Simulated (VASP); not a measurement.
# Ni3Ge in VASP: further runs

The runs below take Ni3Ge through single point, with r2SCAN.

All numbers are computed with VASP 6.6.1; they aren't measurements. Logs are shortened: lines on timing, memory, paths and dates and some standing lists are left out, and cuts for length are marked.

### 1 The cell of the first run

Symmetry: Pm-3m, No. 221, cubic system. The conventional cell has a = 3.533 Å, b = 3.533 Å, c = 3.533 Å, α = 90.00°, β = 90.00°, γ = 90.00°. Within 3.3 Å of Ni (site symmetry 4/mmm) lie 8 Ni at 2.50 Å and 4 Ge at 2.50 Å. Ge (site symmetry m-3m) has 12 Ni at 2.50 Å within 3.3 Å.

### 2 Single point, r2SCAN

File POSCAR:

```
Ni3Ge
1.0
    3.5326168935      0.0000000000      0.0000000000
    0.0000000000      3.5326168935      0.0000000000
    0.0000000000      0.0000000000      3.5326168935
Ni Ge
3 1
Direct
    0.5000000000      0.0000000000      0.5000000000
    0.0000000000      0.5000000000      0.5000000000
    0.5000000000      0.5000000000      0.0000000000
    0.0000000000      0.0000000000      0.0000000000
```

File INCAR.step1:

```
PREC = Accurate
ENCUT = 520
ISMEAR = 0
SIGMA = 0.1
LREAL = False
LASPH = True
NELM = 80
NBANDS = 30
GGA = PE
ALGO = Normal
EDIFF = 1E-4
LWAVE = True
LCHARG = False
```

File INCAR.step2:

```
PREC = Accurate
ENCUT = 520
EDIFF = 1E-6
ISMEAR = 0
SIGMA = 0.1
LREAL = False
LASPH = True
NELM = 80
ALGO = Normal
ISIF = 2
LWAVE = False
LCHARG = True
METAGGA = R2SCAN
LMIXTAU = True
LELF = True
LVHAR = True
NBANDS = 30
ISTART = 1
```

File KPOINTS:

```
regular mesh
0
Gamma
  12 12 12
```

Potentials or basis: VASP PAW PBE potentials, release 64 (Ni, Ge_d).

Run with:

```console
> cat potpaw_PBE.64/Ni/POTCAR potpaw_PBE.64/Ge_d/POTCAR > POTCAR
> cp INCAR.step1 INCAR
> mpirun -np 1 vasp_std > vasp.out
> cp INCAR.step2 INCAR
> mpirun -np 1 vasp_std > vasp.out
```

OUTCAR:

```text
PREC = Accurate
   ENCUT = 520
   EDIFF = 1E-6
   ISMEAR = 0
   LREAL = False
   LASPH = True
   NELM = 80
   ISIF = 2
   METAGGA = R2SCAN
   ISTART = 1

 ion  position               nearest neighbor table
   1  0.500  0.000  0.500-   2 2.50   3 2.50   4 2.50   3 2.50   4 2.50   2 2.50   3 2.50   3 2.50
                             2 2.50   4 2.50   4 2.50   2 2.50
   2  0.000  0.500  0.500-   1 2.50   3 2.50   4 2.50   3 2.50   4 2.50   1 2.50   4 2.50   4 2.50
                             1 2.50   3 2.50   3 2.50   1 2.50
   3  0.500  0.500  0.000-   1 2.50   2 2.50   4 2.50   1 2.50   2 2.50   1 2.50   4 2.50   1 2.50
                             2 2.50   4 2.50   2 2.50   4 2.50
   4  0.000  0.000  0.000-   1 2.50   2 2.50   3 2.50   1 2.50   2 2.50   2 2.50   3 2.50   2 2.50
                             1 2.50   3 2.50   1 2.50   3 2.50

  LATTYP: Found a simple cubic cell.
 ALAT       =     3.5326168935

  Lattice vectors:

 A1 = (   3.5326168935,   0.0000000000,   0.0000000000)
 A2 = (   0.0000000000,   3.5326168935,   0.0000000000)
 A3 = (   0.0000000000,   0.0000000000,   3.5326168935)

Analysis of symmetry for initial positions (statically):
=====================================================================
 Subroutine PRICEL returns:
 Original cell was already a primitive cell.

 Routine SETGRP: Setting up the symmetry group for a
 simple cubic supercell.

 Subroutine GETGRP returns: Found 48 space group operations
 (whereof 48 operations were pure point group operations)
 out of a pool of 48 trial point group operations.

The static configuration has the point symmetry O_h .

Analysis of symmetry for dynamics (positions and initial velocities):
=====================================================================
 Subroutine PRICEL returns:
 Original cell was already a primitive cell.

 Routine SETGRP: Setting up the symmetry group for a
 simple cubic supercell.

 Subroutine GETGRP returns: Found 48 space group operations
 (whereof 48 operations were pure point group operations)
 out of a pool of 48 trial point group operations.

The dynamic configuration has the point symmetry O_h .

 Subroutine INISYM returns: Found 48 space group operations
 (whereof 48 operations are pure point group operations),
 and found     1 'primitive' translations

----------------------------------------------------------------------------------------
[... 96 lines left out ...]
   NELM   =     80;   NELMIN=  2; NELMDL=  0     # of ELM steps
   EDIFF  = 0.1E-05   stopping-criterion for ELM
   LREAL  =      F    real-space projection
   EDIFFG = 0.1E-04   stopping-criterion for IOM
   NSW    =      0    number of steps for IOM
   IBRION =     -1    ionic relax: 0-MD 1-quasi-New 2-CG
   NFREE  =      0    steps in history (QN), initial steepest desc. (CG)
   ISIF   =      2    stress and relaxation
   ISYM   =      2    0-nonsym 1-usesym 2-fastsym
   POTIM  = 0.5000    time-step for ionic-motion
   TEBEG  =    0.0;   TEEND  =   0.0 temperature during run
   PSTRESS=    0.0 pullay stress
   NELECT =      44.0000    total number of electrons
   NUPDOWN=      -1.0000    fix difference up-down
   EMIN   =  10.00;   EMAX   =-10.00  energy-range for DOS
   EFERMI =   0.00;   METHOD = LEGACY
   ISMEAR =     0;   SIGMA  =   0.10  broadening in eV -4-tet -1-fermi 0-gaus
   EFERMI_NEDOS =   21; number of points for ismear=-14 and -15
   IALGO  =     38    algorithm
   IMIX   =      4    mixing-type and parameters
     AMIX     =   0.40;   BMIX     =  1.00
     AMIX_MAG =   1.60;   BMIX_MAG =  1.00
  volume/ion in A,a.u.               =      11.02        74.37
  Fermi-wavevector in a.u.,A,eV,Ry     =   1.636047  3.091681 36.418043  2.676651
  Thomas-Fermi vector in A             =   2.727419
   LORBIT       =      0    0 simple, 1 ext, 2 COOP (PROOUT), +10 PAW based schemes
   METAGGA = R2SCAN    functional components
   LHFCALC =     F    Hartree Fock is set to
   AEXX    =    0.0000 exact exchange contribution
   IVDW    =     0    specifies the selected vdW correction
   LEPSILON=     F    determine dielectric tensor
   LRPA    =     F    only Hartree local field effects (RPA)
 non-spin polarized calculation
 Gauss-broadening in eV      SIGMA  =   0.10
  energy-cutoff  :      520.00
  volume of cell :       44.08
 maximum number of plane-waves:      1213
 NGX is ok and might be reduce to    28
   NGX = 13   NGY = 13   NGZ = 13

 number of electron      43.9999972 magnetization

 Free energy of the ion-electron system (eV)
  ---------------------------------------------------
  ext. energy  EPLUGINS =         0.00000000
  ---------------------------------------------------
  free energy    TOTEN  =       -50.75197113 eV

  energy without entropy =      -50.74131463  energy(sigma->0) =      -50.74664288

 E-fermi :  10.1516     XC(G=0): -14.7386

 val. band max:       10.1491488105   @ k =   0.0833   0.0833   0.0000
 cond. band min:      10.1516917867   @ k =   0.4167   0.4167   0.3333
 fundamental gap:      0.0025429761
 Fermi energy:        10.1516042512

 k-point     1 :       0.0000    0.0000    0.0000
  band No.  band energies     occupation
      1     -15.2787      2.00000
      2     -15.2787      2.00000
      3     -15.2640      2.00000
      4     -15.2640      2.00000
      5     -15.2640      2.00000
      6      -2.9038      2.00000
[... 781 lines left out ...]
     29      20.4991      0.00000
     30      21.6576      0.00000

 [... further k-points ...]

------------------------ aborting loop because EDIFF is reached ----------------------------------------

  FORCE on cell =-STRESS in cart. coord.  units (eV):
  Direction    XX          YY          ZZ          XY          YZ          ZX
  --------------------------------------------------------------------------------------
  -------------------------------------------------------------------------------------
  Total        0.0977071      0.0977071      0.0977071     -0.0000000      0.0000000     -0.0000000
  in kB        3.5509694      3.5509694      3.5509694     -0.0000000      0.0000000     -0.0000000
  external PRESSURE =       3.5509694 kB  Pullay stress =       0.0000000 kB

 VOLUME and BASIS-vectors are now :
 -----------------------------------------------------------------------------
  energy-cutoff  :      520.00
  volume of cell :       44.08
      direct lattice vectors                 reciprocal lattice vectors
     3.532616894  0.000000000  0.000000000     0.283076266  0.000000000  0.000000000
     0.000000000  3.532616894  0.000000000     0.000000000  0.283076266  0.000000000
     0.000000000  0.000000000  3.532616894     0.000000000  0.000000000  0.283076266

 POSITION                                       TOTAL-FORCE (eV/Angst)
 -----------------------------------------------------------------------------------
      1.76631      0.00000      1.76631         0.000000      0.000000      0.000000
      0.00000      1.76631      1.76631         0.000000      0.000000      0.000000
      1.76631      1.76631      0.00000         0.000000      0.000000      0.000000
      0.00000      0.00000      0.00000         0.000000      0.000000      0.000000
 -----------------------------------------------------------------------------------
    total drift:                                0.000000      0.000000      0.000000

  FREE ENERGIE OF THE ION-ELECTRON SYSTEM (eV)
  ---------------------------------------------------
  free  energy   TOTEN  =       -50.7519711346 eV

  energy  without entropy=      -50.7413146304  energy(sigma->0) =      -50.74664288
```

OSZICAR.step1:

```text
N       E                     dE             d eps       ncg     rms          rms(c)
DAV:   1     0.316805454826E+03    0.31681E+03   -0.20001E+04  5586   0.337E+03
DAV:   2     0.147700212680E+02   -0.30204E+03   -0.28762E+03  5040   0.543E+02
DAV:   3    -0.238191521701E+02   -0.38589E+02   -0.37732E+02  5376   0.165E+02
DAV:   4    -0.250242016873E+02   -0.12050E+01   -0.12036E+01  5760   0.333E+01
DAV:   5    -0.250494441707E+02   -0.25242E-01   -0.25241E-01  6672   0.419E+00    0.174E+01
DAV:   6    -0.245127313968E+02    0.53671E+00   -0.27564E+01  5910   0.751E+01    0.140E+01
DAV:   7    -0.221413818935E+02    0.23713E+01   -0.10769E+01  5642   0.440E+01    0.375E+00
DAV:   8    -0.220661199181E+02    0.75262E-01   -0.32084E-01  6044   0.500E+00    0.944E-01
DAV:   9    -0.220589389506E+02    0.71810E-02   -0.16586E-02  6710   0.151E+00    0.329E-01
DAV:  10    -0.220576156610E+02    0.13233E-02   -0.19748E-03  6982   0.524E-01    0.807E-02
DAV:  11    -0.220576248457E+02   -0.91847E-05   -0.20477E-04  4650   0.118E-01
   1 F= -.22057625E+02 E0= -.22052497E+02  d E =-.102551E-01
```

Run time: 2.5 min. Hardware: 1 thread of Intel Xeon 6975P-C (Granite Rapids), shared host; peak memory 0.24 GiB.

What came out:

```
Free energy            : -50.7520 eV
Pressure               : 0.4 GPa
Band gap on the k mesh : zero (bands 22 and 23 overlap by 0.26 eV)
```

Levels at points of the mesh, in eV from the Fermi level:
```
           k point  band 18  band 19  band 20  band 21  band 22  band 23  band 24  band 25  band 26  band 27
(0.00, 0.00, 0.00)    -1.04    -0.70    -0.70    -0.36     0.04     0.04     0.04     4.28     7.16     7.16
(0.50, 0.00, 0.00)    -1.32    -1.32    -1.22    -0.65     0.04     3.74     3.74     5.16     6.02     6.02
(0.50, 0.50, 0.00)    -1.51    -1.29    -1.15    -0.98    -0.93     0.62     0.62     5.89     6.92     9.01
(0.50, 0.50, 0.50)    -1.45    -1.22    -1.22    -0.55    -0.22    -0.22    -0.22     0.77     4.43     4.43
```

Caveat: the PAW data sets were made with another functional, which shifts forces and pressure a little.

### 3 Single point, r2SCAN (biaxial strain in the a-b plane: +1.5 %, then relaxed in part)

File POSCAR:

```
Ni3Ge
1.0
    3.5856061470      0.0000000000      0.0000000000
    0.0000000000      3.5856061470      0.0000000000
    0.0000000000      0.0000000000      3.4756525795
Ni Ge
3 1
Direct
    0.5000000000      0.0000000000      0.5000000000
    0.0000000000      0.5000000000      0.5000000000
    0.5000000000      0.5000000000      0.0000000000
    0.0000000000      0.0000000000      0.0000000000
```

File INCAR.step1:

```
SYSTEM = Ni3Ge
  PREC = Accurate
  ENCUT = 520
  ISMEAR = 0
  SIGMA = 0.1
  LREAL = .False.
  LASPH = .True.
  NELM = 100
  NBANDS = 30
  GGA = PE
  ALGO = Normal
  EDIFF = 1E-4
  LWAVE = .True.
  LCHARG = .False.
```

File INCAR.step2:

```
SYSTEM = Ni3Ge
  PREC = Accurate
  ENCUT = 520
  EDIFF = 1E-6
  ISMEAR = 0
  SIGMA = 0.1
  LREAL = .False.
  LASPH = .True.
  NELM = 100
  ALGO = Normal
  ISIF = 2
  LWAVE = .False.
  LCHARG = .False.
  METAGGA = R2SCAN
  LMIXTAU = .True.
  NBANDS = 30
  ISTART = 1
```

File KPOINTS:

```
regular mesh
0
Gamma
  14 14 14
  0 0 0
```

Potentials or basis: VASP PAW PBE potentials, release 64 (Ni, Ge_d).

Run with:

```console
> cat potpaw_PBE.64/Ni/POTCAR potpaw_PBE.64/Ge_d/POTCAR > POTCAR
> cp INCAR.step1 INCAR
> mpirun -np 1 vasp_std > vasp.out
> cp INCAR.step2 INCAR
> mpirun -np 1 vasp_std > vasp.out
```

OUTCAR:

```text
SYSTEM = Ni3Ge
   PREC = Accurate
   ENCUT = 520
   EDIFF = 1E-6
   ISMEAR = 0
   LREAL = .False.
   LASPH = .True.
   NELM = 100
   ISIF = 2
   METAGGA = R2SCAN
   ISTART = 1

 ion  position               nearest neighbor table
   1  0.500  0.000  0.500-   3 2.50   4 2.50   3 2.50   4 2.50   3 2.50   3 2.50   4 2.50   4 2.50
                             2 2.54   2 2.54   2 2.54   2 2.54
   2  0.000  0.500  0.500-   3 2.50   4 2.50   3 2.50   4 2.50   4 2.50   4 2.50   3 2.50   3 2.50
                             1 2.54   1 2.54   1 2.54   1 2.54
   3  0.500  0.500  0.000-   1 2.50   2 2.50   1 2.50   2 2.50   1 2.50   1 2.50   2 2.50   2 2.50
                             4 2.54   4 2.54   4 2.54   4 2.54
   4  0.000  0.000  0.000-   1 2.50   2 2.50   1 2.50   2 2.50   2 2.50   2 2.50   1 2.50   1 2.50
                             3 2.54   3 2.54   3 2.54   3 2.54

  LATTYP: Found a simple tetragonal cell.
 ALAT       =     3.5856061470
 C/A-ratio  =     0.9693347337

  Lattice vectors:

 A1 = (   3.5856061470,   0.0000000000,   0.0000000000)
 A2 = (   0.0000000000,   3.5856061470,   0.0000000000)
 A3 = (   0.0000000000,   0.0000000000,   3.4756525795)

Analysis of symmetry for initial positions (statically):
=====================================================================
 Subroutine PRICEL returns:
 Original cell was already a primitive cell.

 Routine SETGRP: Setting up the symmetry group for a
 simple tetragonal supercell.

 Subroutine GETGRP returns: Found 16 space group operations
 (whereof 16 operations were pure point group operations)
 out of a pool of 16 trial point group operations.

The static configuration has the point symmetry D_4h.

Analysis of symmetry for dynamics (positions and initial velocities):
=====================================================================
 Subroutine PRICEL returns:
 Original cell was already a primitive cell.

 Routine SETGRP: Setting up the symmetry group for a
[... 128 lines left out ...]
   IMIX   =      4    mixing-type and parameters
     AMIX     =   0.40;   BMIX     =  1.00
     AMIX_MAG =   1.60;   BMIX_MAG =  1.00
  volume/ion in A,a.u.               =      11.17        75.39
  Fermi-wavevector in a.u.,A,eV,Ry     =   1.628690  3.077779 36.091257  2.652633
  Thomas-Fermi vector in A             =   2.721280
   LORBIT       =      0    0 simple, 1 ext, 2 COOP (PROOUT), +10 PAW based schemes
   METAGGA = R2SCAN    functional components
   LHFCALC =     F    Hartree Fock is set to
   AEXX    =    0.0000 exact exchange contribution
   IVDW    =     0    specifies the selected vdW correction
   LEPSILON=     F    determine dielectric tensor
   LRPA    =     F    only Hartree local field effects (RPA)
 non-spin polarized calculation
 Gauss-broadening in eV      SIGMA  =   0.10
  energy-cutoff  :      520.00
  volume of cell :       44.68
 maximum number of plane-waves:      1227
 NGX is ok and might be reduce to    28
   NGX = 13   NGY = 13   NGZ = 13

 number of electron      44.0000017 magnetization

 Free energy of the ion-electron system (eV)
  ---------------------------------------------------
  ext. energy  EPLUGINS =         0.00000000
  ---------------------------------------------------
  free energy    TOTEN  =       -50.73572819 eV

  energy without entropy =      -50.72601743  energy(sigma->0) =      -50.73087281

 E-fermi :   9.9568     XC(G=0): -14.6448

 val. band max:        9.9558593465   @ k =   0.1429   0.0000   0.0714
 cond. band min:       9.9696306017   @ k =   0.2143   0.0000   0.0714
 fundamental gap:      0.0137712551
 Fermi energy:         9.9567786339

 k-point     1 :       0.0000    0.0000    0.0000
  band No.  band energies     occupation
      1     -15.4677      2.00000
      2     -15.4631      2.00000
      3     -15.4536      2.00000
      4     -15.4536      2.00000
      5     -15.4468      2.00000
      6      -2.9880      2.00000
[... 781 lines left out ...]
     29      20.1345      0.00000
     30      21.7234      0.00000

 [... further k-points ...]

------------------------ aborting loop because EDIFF is reached ----------------------------------------

  FORCE on cell =-STRESS in cart. coord.  units (eV):
  Direction    XX          YY          ZZ          XY          YZ          ZX
  --------------------------------------------------------------------------------------
  -------------------------------------------------------------------------------------
  Total       -1.0847329     -1.0847329      0.0613113      0.0000000      0.0000000      0.0000000
  in kB      -38.8930370    -38.8930370      2.1983144      0.0000000      0.0000000      0.0000000
  external PRESSURE =     -25.1959199 kB  Pullay stress =       0.0000000 kB

 VOLUME and BASIS-vectors are now :
 -----------------------------------------------------------------------------
  energy-cutoff  :      520.00
  volume of cell :       44.68
      direct lattice vectors                 reciprocal lattice vectors
     3.585606147  0.000000000  0.000000000     0.278892873  0.000000000  0.000000000
     0.000000000  3.585606147  0.000000000     0.000000000  0.278892873  0.000000000
     0.000000000  0.000000000  3.475652580     0.000000000  0.000000000  0.287715753

 POSITION                                       TOTAL-FORCE (eV/Angst)
 -----------------------------------------------------------------------------------
      1.79280      0.00000      1.73783         0.000000      0.000000      0.000000
      0.00000      1.79280      1.73783         0.000000      0.000000      0.000000
      1.79280      1.79280      0.00000         0.000000      0.000000      0.000000
      0.00000      0.00000      0.00000         0.000000      0.000000      0.000000
 -----------------------------------------------------------------------------------
    total drift:                                0.000000      0.000000      0.000000

  FREE ENERGIE OF THE ION-ELECTRON SYSTEM (eV)
  ---------------------------------------------------
  free  energy   TOTEN  =       -50.7357281873 eV

  energy  without entropy=      -50.7260174347  energy(sigma->0) =      -50.73087281
```

OUTCAR.step1:

```text
SYSTEM = Ni3Ge
   PREC = Accurate
   ENCUT = 520
   ISMEAR = 0
   LREAL = .False.
   LASPH = .True.
[... 1026 lines left out ...]
      0.00000      1.79280      1.73783         0.000000      0.000000      0.000000
      1.79280      1.79280      0.00000         0.000000      0.000000      0.000000
      0.00000      0.00000      0.00000         0.000000      0.000000      0.000000
 -----------------------------------------------------------------------------------
    total drift:                                0.000000      0.000000      0.000000

  FREE ENERGIE OF THE ION-ELECTRON SYSTEM (eV)
  ---------------------------------------------------
  free  energy   TOTEN  =       -22.0705987938 eV

  energy  without entropy=      -22.0610334357  energy(sigma->0) =      -22.06581611
```

Wall time 37 min (1 thread of Intel Xeon 8259CL, shared host); peak memory 0.44 GiB.

What came out:

```
Free energy            : -50.7357 eV
Pressure               : -2.5 GPa
Band gap on the k mesh : zero (bands 22 and 23 overlap by 0.32 eV)
```

Caveat: the cell differs from its parent crystal (biaxial strain in the a-b plane: +1.5 %, then relaxed in part); the PAW data sets were made with another functional, which shifts forces and pressure a little.
